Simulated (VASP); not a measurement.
# ZnH5 (P6/mmm) in VASP: notebook

The runs below take ZnH5 through single point, relaxation of cell and atoms, with PBE.

Program: VASP 6.6.1. These are calculated values, not measurements. Logs are shortened: lines on timing, memory, paths and dates and some standing lists are left out, and cuts for length are marked.

**1. The cell of the first run**

The structure is hexagonal, space group P6/mmm (No. 191). The conventional cell has a = 3.711 Å, b = 3.711 Å, c = 2.565 Å, α = 90.00°, β = 90.00°, γ = 120.00°. Within 2.8 Å of Zn (site symmetry 6/mmm) lie 18 H at 2.14 to 2.26 Å and 2 Zn at 2.56 Å. Within 2.3 Å of H (site symmetry mmm) lie 8 H at 1.67 to 1.86 Å and 4 Zn at 2.26 Å. Within 2.2 Å of H (site symmetry -6m2) lie 9 H at 1.67 to 2.14 Å and 3 Zn at 2.14 Å.

The cell was built from a structure type or drawn by symmetry, and may not be a known phase.

**2. Single point, PBE**

The input, INCAR:

```
  PREC = Accurate
  ENCUT = 520
  EDIFF = 1E-7
  ISMEAR = 0
  SIGMA = 0.1
  LREAL = False
  LASPH = True
  NELM = 80
  ALGO = Normal
  ISIF = 2
  LWAVE = False
  LCHARG = False
  GGA = PE
  NBANDS = 18
```

The input, KPOINTS:

```
regular mesh
0
Gamma
  6 6 6
```

The input, POSCAR:

```
ZnH5
1.0
    3.7108582895      0.0000000000      0.0000000000
   -1.8554291448      3.2136975486      0.0000000000
    0.0000000000      0.0000000000      2.5646360414
Zn H
1 5
Direct
    0.0000000000      0.0000000000      0.0000000000
    0.5000000000      0.0000000000      0.5000000000
    0.5000000000      0.5000000000      0.5000000000
    0.0000000000      0.5000000000      0.5000000000
    0.3333333333      0.6666666667      0.0000000000
    0.6666666667      0.3333333333      0.0000000000
```

Potentials or basis: VASP PAW PBE potentials, release 64 (Zn, H).

Run with:

```console
cat potpaw_PBE.64/Zn/POTCAR potpaw_PBE.64/H/POTCAR > POTCAR
mpirun -np 1 vasp_std > vasp.out
```

OUTCAR:

```text
PREC = Accurate
   ENCUT = 520
   EDIFF = 1E-7
   ISMEAR = 0
   LREAL = False
   LASPH = True
   NELM = 80
   ISIF = 2
   GGA = PE

 ion  position               nearest neighbor table
   1  0.000  0.000  0.000-
   2  0.500  0.000  0.500-
   3  0.500  0.500  0.500-
   4  0.000  0.500  0.500-
   5  0.333  0.667  0.000-
   6  0.667  0.333  0.000-

  LATTYP: Found a hexagonal cell.
 ALAT       =     3.7108582895
 C/A-ratio  =     0.6911166747

  Lattice vectors:

 A1 = (   3.7108582895,   0.0000000000,   0.0000000000)
 A2 = (  -1.8554291448,   3.2136975486,   0.0000000000)
 A3 = (   0.0000000000,   0.0000000000,   2.5646360414)

Analysis of symmetry for initial positions (statically):
=====================================================================
 Subroutine PRICEL returns:
 Original cell was already a primitive cell.

 Routine SETGRP: Setting up the symmetry group for a
 hexagonal supercell.

 Subroutine GETGRP returns: Found 24 space group operations
 (whereof 24 operations were pure point group operations)
 out of a pool of 24 trial point group operations.

The static configuration has the point symmetry D_6h.

Analysis of symmetry for dynamics (positions and initial velocities):
=====================================================================
 Subroutine PRICEL returns:
 Original cell was already a primitive cell.

 Routine SETGRP: Setting up the symmetry group for a
 hexagonal supercell.

 Subroutine GETGRP returns: Found 24 space group operations
 (whereof 24 operations were pure point group operations)
 out of a pool of 24 trial point group operations.

The dynamic configuration has the point symmetry D_6h.

 Subroutine INISYM returns: Found 24 space group operations
 (whereof 24 operations are pure point group operations),
 and found     1 'primitive' translations

----------------------------------------------------------------------------------------

                                     Primitive cell

  volume of cell :      30.5848

  direct lattice vectors                    reciprocal lattice vectors
     3.710858289  0.000000000  0.000000000     0.269479436  0.155584025  0.000000000
    -1.855429145  3.213697549  0.000000000     0.000000000  0.311168050  0.000000000
     0.000000000  0.000000000  2.564636041     0.000000000  0.000000000  0.389918875

  length of vectors
     3.710858289  3.710858290  2.564636041     0.311168050  0.311168050  0.389918875
[... 93 lines left out ...]
   IBRION =     -1    ionic relax: 0-MD 1-quasi-New 2-CG
   NFREE  =      0    steps in history (QN), initial steepest desc. (CG)
   ISIF   =      2    stress and relaxation
   ISYM   =      2    0-nonsym 1-usesym 2-fastsym
   POTIM  = 0.5000    time-step for ionic-motion
   TEBEG  =    0.0;   TEEND  =   0.0 temperature during run
   PSTRESS=    0.0 pullay stress
   NELECT =      17.0000    total number of electrons
   NUPDOWN=      -1.0000    fix difference up-down
   EMIN   =  10.00;   EMAX   =-10.00  energy-range for DOS
   EFERMI =   0.00;   METHOD = LEGACY
   ISMEAR =     0;   SIGMA  =   0.10  broadening in eV -4-tet -1-fermi 0-gaus
   EFERMI_NEDOS =   21; number of points for ismear=-14 and -15
   IALGO  =     38    algorithm
   IMIX   =      4    mixing-type and parameters
     AMIX     =   0.40;   BMIX     =  1.00
     AMIX_MAG =   1.60;   BMIX_MAG =  1.00
  volume/ion in A,a.u.               =       5.10        34.40
  Fermi-wavevector in a.u.,A,eV,Ry     =   1.346034  2.543636 24.651146  1.811808
  Thomas-Fermi vector in A             =   2.473899
   LORBIT       =      0    0 simple, 1 ext, 2 COOP (PROOUT), +10 PAW based schemes
   GGA     = PE    functional components
   LHFCALC =     F    Hartree Fock is set to
   AEXX    =    0.0000 exact exchange contribution
   IVDW    =     0    specifies the selected vdW correction
   LEPSILON=     F    determine dielectric tensor
   LRPA    =     F    only Hartree local field effects (RPA)
 non-spin polarized calculation
 Gauss-broadening in eV      SIGMA  =   0.10
  energy-cutoff  :      520.00
  volume of cell :       30.58
 maximum number of plane-waves:       834
 NGX is ok and might be reduce to    28
   NGX = 13   NGY = 13   NGZ =  9

 number of electron      16.9999994 magnetization

 Free energy of the ion-electron system (eV)
  ---------------------------------------------------
  ext. energy  EPLUGINS =         0.00000000
  ---------------------------------------------------
  free energy    TOTEN  =       -11.81121496 eV

  energy without entropy =      -11.80636960  energy(sigma->0) =      -11.80879228

 E-fermi :   2.7060     XC(G=0): -11.2819

 val. band max:        2.6933093809   @ k =   0.0000   0.0000   0.0000
 cond. band min:       2.7463561167   @ k =   0.5000  -0.0000   0.3333
 fundamental gap:      0.0530467358
 Fermi energy:         2.7059533377

 k-point     1 :       0.0000    0.0000    0.0000
  band No.  band energies     occupation
      1     -10.8175      2.00000
      2      -5.3410      2.00000
      3      -4.8794      2.00000
      4      -4.8794      2.00000
      5      -4.2532      2.00000
      6      -4.2532      2.00000
[... 481 lines left out ...]
      5      -4.4493      2.00000
      6      -3.2199      2.00000
[... 10 lines left out ...]
     17      19.2819      0.00000
     18      21.7195      0.00000

 [... further k-points ...]

------------------------ aborting loop because EDIFF is reached ----------------------------------------

  FORCE on cell =-STRESS in cart. coord.  units (eV):
  Direction    XX          YY          ZZ          XY          YZ          ZX
  --------------------------------------------------------------------------------------
  -------------------------------------------------------------------------------------
  Total       -0.0332978     -0.0332978     -0.0248681      0.0000000      0.0000000      0.0000000
  in kB       -1.7442995     -1.7442995     -1.3027110      0.0000000      0.0000000      0.0000000
  external PRESSURE =      -1.5971033 kB  Pullay stress =       0.0000000 kB

 VOLUME and BASIS-vectors are now :
 -----------------------------------------------------------------------------
  energy-cutoff  :      520.00
  volume of cell :       30.58
      direct lattice vectors                 reciprocal lattice vectors
     3.710858289  0.000000000  0.000000000     0.269479436  0.155584025  0.000000000
    -1.855429145  3.213697549  0.000000000     0.000000000  0.311168050  0.000000000
     0.000000000  0.000000000  2.564636041     0.000000000  0.000000000  0.389918875

 POSITION                                       TOTAL-FORCE (eV/Angst)
 -----------------------------------------------------------------------------------
      0.00000      0.00000      0.00000         0.000000      0.000000     -0.000000
      1.85543      0.00000      1.28232        -0.000000      0.000000     -0.000000
      0.92771      1.60685      1.28232        -0.000000      0.000000     -0.000000
     -0.92771      1.60685      1.28232        -0.000000      0.000000     -0.000000
     -0.00000      2.14247      0.00000        -0.000000      0.000000     -0.000000
      1.85543      1.07123      0.00000        -0.000000     -0.000000      0.000000
 -----------------------------------------------------------------------------------
    total drift:                               -0.000000      0.000000      0.000000

  FREE ENERGIE OF THE ION-ELECTRON SYSTEM (eV)
  ---------------------------------------------------
  free  energy   TOTEN  =       -11.8112149607 eV

  energy  without entropy=      -11.8063695955  energy(sigma->0) =      -11.80879228
```

OSZICAR:

```text
N       E                     dE             d eps       ncg     rms          rms(c)
DAV:   1     0.647199912955E+02    0.64720E+02   -0.75315E+03  1024   0.117E+03
DAV:   2    -0.842210450420E+01   -0.73142E+02   -0.65695E+02  1054   0.228E+02
DAV:   3    -0.122914937328E+02   -0.38694E+01   -0.38036E+01  1164   0.500E+01
DAV:   4    -0.123146946542E+02   -0.23201E-01   -0.23183E-01  1180   0.345E+00
DAV:   5    -0.123147138317E+02   -0.19178E-04   -0.19177E-04  1150   0.112E-01    0.509E+00
DAV:   6    -0.118724611380E+02    0.44225E+00   -0.84296E-01  1254   0.298E+01    0.451E+00
DAV:   7    -0.118214353819E+02    0.51026E-01   -0.16222E-01  1206   0.616E+00    0.200E+00
DAV:   8    -0.118113978330E+02    0.10038E-01   -0.16001E-02  1288   0.163E+00    0.433E-01
DAV:   9    -0.118112996974E+02    0.98136E-04   -0.25726E-03  1316   0.867E-01    0.639E-02
DAV:  10    -0.118112190098E+02    0.80688E-04   -0.48569E-04  1214   0.376E-01    0.265E-02
DAV:  11    -0.118112163118E+02    0.26980E-05   -0.28786E-05  1244   0.625E-02    0.132E-02
DAV:  12    -0.118112149578E+02    0.13540E-05   -0.39945E-06  1522   0.425E-02    0.309E-03
DAV:  13    -0.118112149607E+02   -0.29447E-08   -0.94146E-07  1240   0.113E-02
   1 F= -.11811215E+02 E0= -.11808792E+02  d E =-.484537E-02
```

stdout:

```text
POSCAR found type information on POSCAR ZnH
 POSCAR found :  2 types and       6 ions
 scaLAPACK will be used
 LDA part: xc-table for (Slater+PW92), standard interpolation
 POSCAR, INCAR and KPOINTS ok, starting setup
 FFT: planning ... GRIDC
 FFT: planning ... GRID_SOFT
 FFT: planning ... GRID
 WAVECAR not read
 entering main loop
```

It took 16 s on 1 thread of Intel Xeon 8259CL, shared host; peak memory 0.15 GiB.

What came out:

- Free energy: -11.8112 eV
- Pressure: -0.2 GPa
- Band gap on the k mesh: zero (an odd number of electrons rules out a gap without spin polarisation)

Levels at points of the mesh, in eV from the Fermi level:
```tsv
k point	band 5	band 6	band 7	band 8	band 9	band 10	band 11	band 12
(0.00, 0.00, 0.00)	-6.96	-6.96	-1.40	-0.01	-0.01	3.16	3.41	3.41
(0.50, 0.00, 0.00)	-6.99	-6.97	-6.71	-2.70	-1.40	6.28	6.89	9.85
(0.00, 0.00, 0.50)	-7.26	-7.26	-5.55	1.06	1.76	1.76	6.75	8.85
(0.50, 0.00, 0.50)	-6.88	-5.04	-4.33	-3.97	-2.47	1.39	3.53	3.62
```

Caveat: the k points lie up to 0.41 Å⁻¹ apart, too coarse for converged energies and pressures of a metal.

**3. Relaxation of cell and atoms, PBE**

This run uses another cell than the first one, of 9.23 Å³/atom.

The input, INCAR:

```
PREC = Accurate
ENCUT = 600
EDIFF = 1E-6
ISMEAR = 0
SIGMA = 0.1
LREAL = False
LASPH = True
NELM = 80
ALGO = Normal
ISIF = 3
LWAVE = False
LCHARG = False
GGA = PE
IBRION = 2
NSW = 90
EDIFFG = -0.04
```

The input, KPOINTS:

```
Automatic mesh
0
Gamma
  6 6 6
```

The input, POSCAR:

```
ZnH5
1.0
    4.3397607800      0.0000000000      0.0000000000
   -2.1698803900      3.7583430800      0.0000000000
    0.0000000000      0.0000000000      3.3952473800
Zn H
1 5
Direct
    0.0000000000      0.0000000000      0.0000000000
    0.5000000000      0.0000000000      0.5000000000
    0.5000000000      0.5000000000      0.5000000000
    0.0000000000      0.5000000000      0.5000000000
    0.3333333300      0.6666666700      0.0000000000
    0.6666666700      0.3333333300      0.0000000000
```

Potentials or basis: VASP PAW PBE potentials, release 64 (Zn, H).

Run with:

```console
cat potpaw_PBE.64/Zn/POTCAR potpaw_PBE.64/H/POTCAR > POTCAR
mpirun -np 1 vasp_std > vasp.out
```

OUTCAR:

```text
PREC = Accurate
   ENCUT = 600
   EDIFF = 1E-6
   ISMEAR = 0
   LREAL = False
   LASPH = True
   NELM = 80
   ISIF = 3
   GGA = PE
   IBRION = 2
   NSW = 90
   EDIFFG = -0.04

 ion  position               nearest neighbor table
   1  0.000  0.000  0.000-
   2  0.500  0.000  0.500-
   3  0.500  0.500  0.500-
   4  0.000  0.500  0.500-
   5  0.333  0.667  0.000-
   6  0.667  0.333  0.000-

  LATTYP: Found a hexagonal cell.
 ALAT       =     4.3397607800
 C/A-ratio  =     0.7823581880

  Lattice vectors:

 A1 = (   4.3397607800,   0.0000000000,   0.0000000000)
 A2 = (  -2.1698803900,   3.7583430800,   0.0000000000)
 A3 = (   0.0000000000,   0.0000000000,   3.3952473800)

Analysis of symmetry for initial positions (statically):
=====================================================================
 Subroutine PRICEL returns:
 Original cell was already a primitive cell.

 Routine SETGRP: Setting up the symmetry group for a
 hexagonal supercell.

 Subroutine GETGRP returns: Found 24 space group operations
 (whereof 24 operations were pure point group operations)
 out of a pool of 24 trial point group operations.

The static configuration has the point symmetry D_6h.

Analysis of symmetry for dynamics (positions and initial velocities):
=====================================================================
 Subroutine PRICEL returns:
 Original cell was already a primitive cell.

 Routine SETGRP: Setting up the symmetry group for a
 hexagonal supercell.

 Subroutine GETGRP returns: Found 24 space group operations
 (whereof 24 operations were pure point group operations)
 out of a pool of 24 trial point group operations.

The dynamic configuration has the point symmetry D_6h.

 Subroutine INISYM returns: Found 24 space group operations
 (whereof 24 operations are pure point group operations),
[... 132 lines left out ...]
   IVDW    =     0    specifies the selected vdW correction
   LEPSILON=     F    determine dielectric tensor
   LRPA    =     F    only Hartree local field effects (RPA)
 conjugate gradient relaxation of ions
 non-spin polarized calculation
 Gauss-broadening in eV      SIGMA  =   0.10
  energy-cutoff  :      600.00
  volume of cell :       55.38
 maximum number of plane-waves:      1862
 NGX is ok and might be reduce to    36
   NGX = 17   NGY = 17   NGZ = 13

--------------------------------------- Ionic step        1  -------------------------------------------

 number of electron      17.0000006 magnetization

 Free energy of the ion-electron system (eV)
  ---------------------------------------------------
  ext. energy  EPLUGINS =         0.00000000
  ---------------------------------------------------
  free energy    TOTEN  =        -9.46593311 eV

  energy without entropy =       -9.45554352  energy(sigma->0) =       -9.46073831

------------------------ aborting loop because EDIFF is reached ----------------------------------------

  FORCE on cell =-STRESS in cart. coord.  units (eV):
  Direction    XX          YY          ZZ          XY          YZ          ZX
  --------------------------------------------------------------------------------------
  -------------------------------------------------------------------------------------
  Total       -5.6037321     -5.6037321     -6.6432101      0.0000000     -0.0000000      0.0000000
  in kB     -162.1266140   -162.1266138   -192.2006860      0.0000000     -0.0000000      0.0000000
  external PRESSURE =    -172.1513046 kB  Pullay stress =       0.0000000 kB
[... 27 lines left out ...]
--------------------------------------- Ionic step        2  -------------------------------------------

 number of electron      17.0000007 magnetization

 E-fermi :  -0.0227     XC(G=0):  -9.4646

 val. band max:       -0.1703941253   @ k =   0.1667  -0.0000   0.0000
 cond. band min:       0.0096598396   @ k =   0.1667  -0.0000   0.1667
 fundamental gap:      0.1800539649
 Fermi energy:        -0.0227133865

 k-point     1 :       0.0000    0.0000    0.0000
  band No.  band energies     occupation
      1      -9.6233      2.00000
      2      -6.9357      2.00000
      3      -6.7842      2.00000
      4      -6.7842      2.00000
      5      -6.6310      2.00000
      6      -6.6310      2.00000
      7      -0.4368      2.00000
      8       0.3423      0.00000
      9       0.3423      0.00000
     10       1.9161      0.00000
     11       2.3744      0.00000
     12       3.9762      0.00000
[... 624 lines left out ...]
--------------------------------------- Ionic step        9  -------------------------------------------

 number of electron      17.0000000 magnetization

 Free energy of the ion-electron system (eV)
  ---------------------------------------------------
  ext. energy  EPLUGINS =         0.00000000
  ---------------------------------------------------
  free energy    TOTEN  =       -11.81448480 eV

  energy without entropy =      -11.80925822  energy(sigma->0) =      -11.81187151

 E-fermi :   2.7710     XC(G=0): -11.3114

 val. band max:        2.7599287089   @ k =   0.1667  -0.0000   0.0000
 cond. band min:       2.7719687778   @ k =   0.0000   0.0000   0.0000
 fundamental gap:      0.0120400689
 Fermi energy:         2.7710449312

 k-point     1 :       0.0000    0.0000    0.0000
  band No.  band energies     occupation
      1     -10.8385      2.00000
      2      -5.3035      2.00000
      3      -4.8452      2.00000
      4      -4.8452      2.00000
      5      -4.2133      2.00000
      6      -4.2133      2.00000
      7       1.3692      2.00000
      8       2.7720      0.98958
      9       2.7720      0.98957
     10       5.9985      0.00000
     11       6.2014      0.00000
     12       6.2014      0.00000
[... 378 lines left out ...]
  FREE ENERGIE OF THE ION-ELECTRON SYSTEM (eV)
  ---------------------------------------------------
  free  energy   TOTEN  =       -11.8144848034 eV

  energy  without entropy=      -11.8092582225  energy(sigma->0) =      -11.81187151

 reached required accuracy - stopping structural energy minimisation
```

It took 2.5 min on 1 thread of Intel Xeon 8259CL, shared host; peak memory 0.22 GiB.

Results:

```
Free energy                           : -11.8145 eV
Relaxed volume                        : 5.06 Å³/atom
Relaxed cell                          : a = 3.698 Å, b = 3.698 Å, c = 2.565 Å, α = 90.00°, β = 90.00°, γ = 120.00°
Space group after relaxing (to 0.1 Å) : P6/mmm (No. 191)
Energy gained by relaxing             : 391.4 meV/atom
Ionic steps                           : 9
Pressure after relaxing               : 0.7 GPa
Band gap on the k mesh                : zero (an odd number of electrons rules out a gap without spin polarisation)
```

Step by step:
```csv
step,energy change (eV),largest force (eV/Å),pressure (GPa),volume (Å³)
1,0.0000,0.0000,-17.22,55.38
2,-0.8355,0.0000,-17.49,47.80
3,-2.2340,0.0000,4.95,29.26
4,-2.2398,0.0000,-1.58,31.23
5,-2.2470,0.0000,0.80,30.46
6,-2.3328,0.0000,2.38,29.88
7,-2.3377,0.0000,3.19,29.69
8,-2.3382,0.0000,3.36,29.62
9,-2.3486,0.0000,0.70,30.38
```

Final structure:
```xyz
6
Lattice="3.6984 0.0000 0.0000 -1.8492 3.2029 0.0000 0.0000 0.0000 2.5646" Properties=species:S:1:pos:R:3 pbc="T T T"
Zn    0.0000    0.0000    0.0000
H     1.8492    0.0000    1.2823
H     0.9246    1.6014    1.2823
H    -0.9246    1.6014    1.2823
H     0.0000    2.1353    0.0000
H     1.8492    1.0676    0.0000
```

Caveat: the volume moved by over 15 % at a fixed basis, so the end points are rough.

[end of part 1 of 2]
